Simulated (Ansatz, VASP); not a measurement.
# AlN: VASP beside Ansatz

```xyz
2
Lattice="0.0000 2.1840 2.1840 2.1840 0.0000 2.1840 2.1840 2.1840 0.0000" Properties=species:S:1:pos:R:3 pbc="T T T"
Al    0.0000    0.0000    0.0000
N     1.0920    1.0920    1.0920
```

Alike in both runs: task single point; functional PBE; k mesh 10 × 10 × 10; occupations gaussian, width 0.024 eV; no spin polarisation.

```csv
,VASP,Ansatz
version,VASP 6.6.1,Ansatz 0.2.0
potentials or method,"VASP PAW PBE potentials, release 64 (Al, N), cutoff 520 eV","all-electron LAPW, scalar-relativistic"
```

|  | VASP | Ansatz | Ansatz less VASP |
| --- | --- | --- | --- |
| gap on the k mesh at the Fermi level (eV) | 3.32 | 3.32 | 0.000 |
| least direct gap on the mesh (eV) | 4.20 | 4.19 | -0.004 |
| pressure (GPa) | 4.6 | 4.8 | +0.17 |

Ansatz ran all-electron here, and VASP with PAW potentials.
